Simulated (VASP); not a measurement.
Wanted: the native input for a VASP 6.6.1 run.

```
Task                   : single point
Functional             : PBE
Potentials or basis    : VASP PAW PBE potentials, release 64 (Pb_d, Se)
Cutoff                 : 520 eV
k mesh                 : 4 × 4 × 4
Occupations            : gaussian, width 0.1 eV
Spin                   : no spin polarisation
Dipole correction      : no
Further INCAR settings : ALGO = Normal; EDIFF = 1e-06; NBANDS = 43
```

The structure of Pb2Se lies in POSCAR:

```
Pb2Se
1.0
    5.8325206239      0.0000000000      0.0000000000
    0.0000000000      5.8325206239      0.0000000000
    0.0000000000      0.0000000000      5.8325206239
Pb Se
4 2
Direct
    0.2500000000      0.2500000000      0.2500000000
    0.2500000000      0.7500000000      0.7500000000
    0.7500000000      0.7500000000      0.2500000000
    0.7500000000      0.2500000000      0.7500000000
    0.0000000000      0.0000000000      0.0000000000
    0.5000000000      0.5000000000      0.5000000000
```

The input as run:

INCAR

```
SYSTEM = Pb2Se
  PREC = Accurate
  ENCUT = 520
  EDIFF = 1E-6
  ISMEAR = 0
  SIGMA = 0.1
  LREAL = .FALSE.
  LASPH = .TRUE.
  NELM = 100
  ALGO = Normal
  ISIF = 2
  LWAVE = .FALSE.
  LCHARG = .FALSE.
  GGA = PE
  NBANDS = 43
```

KPOINTS

```
Automatic mesh
0
G
  4 4 4
  0 0 0
```

Potentials or basis: VASP PAW PBE potentials, release 64 (Pb_d, Se).

Command:

```sh
$ cat potpaw_PBE.64/Pb_d/POTCAR potpaw_PBE.64/Se/POTCAR > POTCAR
$ mpirun -np 1 vasp_std > vasp.out
```

Results of the run:

```yaml
Pressure: 15.2 GPa
Band_gap_on_the_k_mesh: zero (bands 34 and 35 overlap by 1.29 eV)
```

Caveat: the cell stands under pressure; spin-orbit coupling is left out, which moves the levels of the heavy elements.

Run time: 75 s on 1 thread of Intel(R) Xeon(R) Platinum 8488C (Sapphire Rapids) (shared host), peak memory 0.33 GiB.
